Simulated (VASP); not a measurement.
Input of a VASP 6.6.1 run:

File INCAR:

```
SYSTEM = CoSn
PREC = Accurate ; ENCUT = 520
EDIFF = 1E-7 ; ISMEAR = 0
SIGMA = 0.1 ; LREAL = .FALSE.
LASPH = .TRUE. ; NELM = 60
ALGO = Fast ; ISIF = 2
LWAVE = .FALSE. ; LCHARG = .TRUE.
GGA = PE ; LELF = .TRUE.
LVHAR = .TRUE. ; NBANDS = 44
```

The input KPOINTS:

```
regular mesh
0
G
  12 12 10
  0 0 0
```

The input POSCAR:

```
CoSn
1.0
    5.2952200950      0.0000000000      0.0000000000
   -2.6476100475      4.5857951209      0.0000000000
    0.0000000000      0.0000000000      4.2327251252
Co Sn
3 3
Direct
    0.0000000000      0.5000000000      0.0000000000
    0.5000000000      0.5000000000      0.0000000000
    0.5000000000      0.0000000000      0.0000000000
    0.6666666667      0.3333333333      0.5000000000
    0.3333333333      0.6666666667      0.5000000000
    0.0000000000      0.0000000000      0.0000000000
```

Potentials or basis: VASP PAW PBE potentials, release 64 (Co, Sn_d).

The run is started by

```sh
$ cat potpaw_PBE.64/Co/POTCAR potpaw_PBE.64/Sn_d/POTCAR > POTCAR
$ mpirun -np 1 vasp_std > vasp.out
```

(1) What does it give for the band gap on the k mesh?

(2) What does it give for the pressure?

Results:

(1) zero (an odd number of electrons rules out a gap without spin polarisation).

(2) -0.1 GPa.

Caveat: spin-orbit coupling is left out, which moves the levels of the heavy elements; the run has no spin polarisation, though such a crystal can be magnetic.
